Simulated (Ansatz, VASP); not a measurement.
## BaTiO3 in VASP and in Ansatz

```
Ba Ti O
1.0
     2.79349    1.61282    2.28463
    -2.79349    1.61282    2.28463
     0.00000   -3.22564    2.28463
Ba Ti O
1 1 3
Direct
  0.99962 0.99962 0.99962
  0.49106 0.49106 0.49106
  0.50829 0.50829 0.01194
  0.01194 0.50829 0.50829
  0.50829 0.01194 0.50829
```

Alike in both runs: functional PBEsol; dispersion D3(BJ); k mesh 6 × 6 × 6; no spin polarisation.

Ansatz relaxed the structure, and its values are those at the end. VASP's run is a single point on that final structure, the one shown.

|  | VASP | Ansatz |
| --- | --- | --- |
| version | VASP 6.6.1 | Ansatz 0.2.0 |
| potentials or method | VASP PAW PBE potentials, release 64 (Ba_sv, Ti_sv, O) | plane waves, PAW |
| plane-wave cutoff (eV) | 520 | 420 |
| occupations | gaussian, width 0.01 eV | fixed |
| valence electrons in the cell | 40 | 40 |

Ansatz gave:

| Property | Result |
| --- | --- |
| pressure (GPa) | 0.0 |
| rms of the force components (eV/Å) | 0.001 |

Problem. What did VASP give for the same quantities?

Solution. Pressure (GPa): 2.2; rms of the force components (eV/Å): 0.017.

VASP's potentials were made for PBE, not for PBEsol.

Spin-orbit coupling is off throughout.
